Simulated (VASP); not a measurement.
A run of VASP 6.6.1 is set up as follows.

Contents of POSCAR:

```
AlP
1.0
    0.0000000000      2.7350000000      2.7350000000
    2.7350000000      0.0000000000      2.7350000000
    2.7350000000      2.7350000000      0.0000000000
Al P
1 1
Direct
    0.0000000000      0.0000000000      0.0000000000
    0.2500000000      0.2500000000      0.2500000000
```

Contents of INCAR.step1:

```
SYSTEM = AlP
  PREC = Accurate
  ENCUT = 550
  ISMEAR = 0
  SIGMA = 0.1
  LREAL = .FALSE.
  LASPH = .TRUE.
  NELM = 120
  NBANDS = 11
  GGA = PE
  ALGO = Normal
  EDIFF = 1E-5
  LWAVE = .TRUE.
  LCHARG = .FALSE.
  GGA_COMPAT = .FALSE.
```

File INCAR.step2:

```
SYSTEM = AlP
  PREC = Accurate
  ENCUT = 550
  EDIFF = 1E-6
  ISMEAR = 0
  SIGMA = 0.1
  LREAL = .FALSE.
  LASPH = .TRUE.
  NELM = 120
  ALGO = Normal
  ISIF = 2
  LWAVE = .FALSE.
  LCHARG = .TRUE.
  METAGGA = R2SCAN
  LMIXTAU = .TRUE.
  LELF = .TRUE.
  LVHAR = .TRUE.
  NBANDS = 11
  ISTART = 1
  GGA_COMPAT = .FALSE.
```

KPOINTS

```
Automatic mesh
0
G
  6 6 6
  0 0 0
```

Potentials or basis: VASP PAW PBE potentials, release 64 (Al, P).

The run is started by

```bash
$ cat potpaw_PBE.64/Al/POTCAR potpaw_PBE.64/P/POTCAR > POTCAR
$ cp INCAR.step1 INCAR
$ mpirun -np 1 vasp_std > vasp.out
$ cp INCAR.step2 INCAR
$ mpirun -np 1 vasp_std > vasp.out
```

Q: What does it give for the pressure?

A: 0.2 GPa.

Q: Estimate the band gap on the k mesh.

A: 1.92 eV (least direct gap 3.95 eV).

Caveat: the PAW data sets were made with another functional, which shifts forces and pressure a little. A k mesh can miss the band edges.
